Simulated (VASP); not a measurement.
A run of VASP 6.6.1 is set up as follows.

File POSCAR:

```
C
1.0
    2.4558907252      0.0920959022      0.0000000000
   -1.1481879717      2.0808158059      0.0000000000
    0.0000000000      0.0000000000      7.0497855834
C
4
Direct
    0.0000000000      0.0000000000      0.0025000000
    0.0000000000      0.0000000000      0.5025000000
    0.3333333333      0.6666666667      0.0025000000
    0.6666666667      0.3333333333      0.5025000000
```

The input INCAR.step1:

```
  PREC = Accurate
  ENCUT = 520
  ISMEAR = 0
  SIGMA = 0.15
  LREAL = False
  LASPH = True
  NELM = 100
  NBANDS = 16
  GGA = PE
  ALGO = Normal
  EDIFF = 1E-4
  LWAVE = True
  LCHARG = False
```

File INCAR.step2:

```
  PREC = Accurate
  ENCUT = 520
  EDIFF = 1E-7
  ISMEAR = 0
  SIGMA = 0.15
  LREAL = False
  LASPH = True
  NELM = 100
  ALGO = Normal
  ISIF = 2
  LWAVE = False
  LCHARG = False
  METAGGA = R2SCAN
  LMIXTAU = True
  NBANDS = 16
  ISTART = 1
```

Contents of KPOINTS:

```
Automatic mesh
0
Gamma
  24 24 8
```

Potentials or basis: VASP PAW PBE potentials, release 64 (C).

The run is started by

```bash
$ cat potpaw_PBE.64/C/POTCAR > POTCAR
$ cp INCAR.step1 INCAR
$ mpirun -np 1 vasp_std > vasp.out
$ cp INCAR.step2 INCAR
$ mpirun -np 1 vasp_std > vasp.out
```

(1) Predict the pressure.

(2) Estimate the largest force.

Answers

(1) 2.6 GPa.

(2) 0.889 eV/Å.

Caveat: the cell differs from its parent crystal (strain +0.0750 x Voigt [0, 0, 0, 0, 0, 1]); the PAW data sets were made with another functional, which shifts forces and pressure a little.
